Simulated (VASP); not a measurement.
Set up this calculation in VASP 6.6.1, as the native input.

| Item | Value |
| --- | --- |
| Task | single point |
| Functional | PBEsol |
| Potentials or basis | VASP PAW PBE potentials, release 64 (Zr_sv, C) |
| Cutoff | 520 eV |
| k mesh | 15 × 15 × 15 |
| Occupations | fermi-dirac, width 0.05 eV |
| Spin | no spin polarisation |
| Dipole correction | no |
| Further INCAR settings | ALGO = Normal; EDIFF = 1e-06; NBANDS = 15 |

The structure of ZrC lies in POSCAR:

```
ZrC
1.0
    0.0000000000      2.3264688819      2.3264688819
    2.3264688819      0.0000000000      2.3264688819
    2.3264688819      2.3264688819      0.0000000000
Zr C
1 1
Direct
    0.5000000000      0.5000000000      0.5000000000
    0.0000000000      0.0000000000      0.0000000000
```

This cell differs from its parent crystal: volume scaled by 0.97.

The input as run:

INCAR

```
  PREC = Accurate
  ENCUT = 520
  EDIFF = 1E-6
  ISMEAR = -1
  SIGMA = 0.05
  LREAL = False
  LASPH = True
  NELM = 60
  ALGO = Normal
  ISIF = 2
  LWAVE = False
  LCHARG = False
  GGA = PS
  NBANDS = 15
```

KPOINTS

```
Automatic mesh
0
Gamma
  15 15 15
```

Potentials or basis: VASP PAW PBE potentials, release 64 (Zr_sv, C).

Command:

```sh
$ cat potpaw_PBE.64/Zr_sv/POTCAR potpaw_PBE.64/C/POTCAR > POTCAR
$ mpirun -np 1 vasp_std > vasp.out
```

Results of the run:

```yaml
Pressure: 2.9 GPa
Band_gap_on_the_k_mesh: zero (band 8 reaches 10.81 eV, above the bottom of band 9 at 9.48 eV)
```

Caveat: the PAW data sets were made with another functional, which shifts forces and pressure a little.

It took 23 s on 1 thread of Intel(R) Xeon(R) Platinum 8375C CPU @ 2.90GHz (Ice Lake), on a shared host, peak memory 0.17 GiB.
